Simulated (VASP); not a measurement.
Input of a VASP 6.6.1 run:

INCAR

```
PREC = Accurate
ENCUT = 520
EDIFF = 1E-6
ISMEAR = 0
SIGMA = 0.05
LREAL = F
LASPH = T
NELM = 150
ALGO = Normal
ISIF = 2
LWAVE = F
LCHARG = F
ISPIN = 2
MAGMOM = -0.02 -0.02 0 0
LORBIT = 11
LMAXMIX = 4
LDAU = T
LDAUTYPE = 2
LDAUL = 2 -1
LDAUU = 6 0
LDAUJ = 0 0
LDAUPRINT = 1
GGA = PE
NBANDS = 28
```

KPOINTS

```
regular mesh
0
Gamma
  7 7 4
```

POSCAR

```
TaN
1.0
    3.0500020400      0.0000000000      0.0000000000
   -1.5250010200      2.6413792500      0.0000000000
    0.0000000000      0.0000000000      4.9400015300
Ta N
2 2
Direct
    0.3333333333      0.6666666667      0.0000000000
    0.6666666667      0.3333333333      0.5000000000
    0.3333333333      0.6666666667      0.3850000000
    0.6666666667      0.3333333333      0.8850000000
```

Potentials or basis: VASP PAW PBE potentials, release 64 (Ta_pv, N).

Command:

```console
$ cat potpaw_PBE.64/Ta_pv/POTCAR potpaw_PBE.64/N/POTCAR > POTCAR
$ mpirun -np 1 vasp_std > vasp.out
```

Question: Estimate the net moment.

Answer: 0.00 μB per cell.

Question: Estimate the largest force.

Answer: 2.416 eV/Å.

Stress tensor (GPa, compression positive):
```
172.26   0.00   0.00
  0.00 172.26   0.00
  0.00   0.00 154.21
```

Caveat: forces of over 1 eV/Å act on the atoms, so gaps and moduli don't describe the material at rest. The state reached can hang on the start; a lower one may exist.
